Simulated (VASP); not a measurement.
**SrVO3: single point with r2SCAN+U**

Crystal: SrVO3.

```xyz
5
Lattice="3.8409 0.0000 0.0000 0.0000 3.8409 0.0000 0.0000 0.0000 3.8409" Properties=species:S:1:pos:R:3 pbc="T T T"
Sr    1.9204    1.9204    1.9204
V     0.0000    0.0000    0.0000
O     1.9204    0.0000    0.0000
O     0.0000    1.9204    0.0000
O     0.0000    0.0000    1.9204
```

```
Program             : VASP 6.6.1
Task                : single point
Functional          : r2SCAN
Potentials or basis : VASP PAW PBE potentials, release 64 (Sr_sv, V_sv, O)
Cutoff              : 520 eV
k mesh              : 5 × 5 × 5
Occupations         : gaussian, width 0.05 eV
Spin                : collinear spin
Starting moments    : [0.0, 0.91, 0.02, -0.07, 0.02] μB
Hubbard terms       : V d U = 4.0 eV
```

| Item | Value |
| --- | --- |
| Pressure | 5.1 GPa |
| Band gap on the k mesh | zero (filled and empty bands overlap) |
| Net moment | 1.00 μB per cell |
| Site moments | Sr -0.00; V +1.20; O -0.08 μB |
| Valence electrons inside the program's atomic spheres | Sr 8.10; V 11.43; O 5.10 |

Stress tensor (GPa, compression positive):
```
5.22 0.00 0.00
0.00 4.94 0.00
0.00 0.00 5.22
```

Levels at points of the mesh, in eV from the Fermi level:
Spin up:
```csv
k point,band 18,band 19,band 20,band 21,band 22,band 23,band 24,band 25
"(0.00, 0.00, 0.00)",-1.90,-1.89,-1.89,-1.56,-1.39,-1.39,1.93,2.00
```
Spin down:
| k point | band 18 | band 19 | band 20 | band 21 | band 22 | band 23 |
| --- | --- | --- | --- | --- | --- | --- |
| (0.00, 0.00, 0.00) | -2.07 | -2.06 | -2.06 | 1.70 | 1.70 | 1.76 |

Eigenvalues of the final occupation matrices:
```
    site  spin  trace               eigenvalues
site 2 d     1   2.00  0.30 0.31 0.45 0.45 0.49
site 2 d     2   0.82  0.09 0.09 0.09 0.28 0.28
```

Wall time 3.1 min on 1 thread of AMD EPYC 7R13 Processor (Zen 3) (shared host), peak memory 0.2 GiB.

Caveat: the cell stands under pressure; the PAW data sets were made with another functional, which shifts forces and pressure a little.
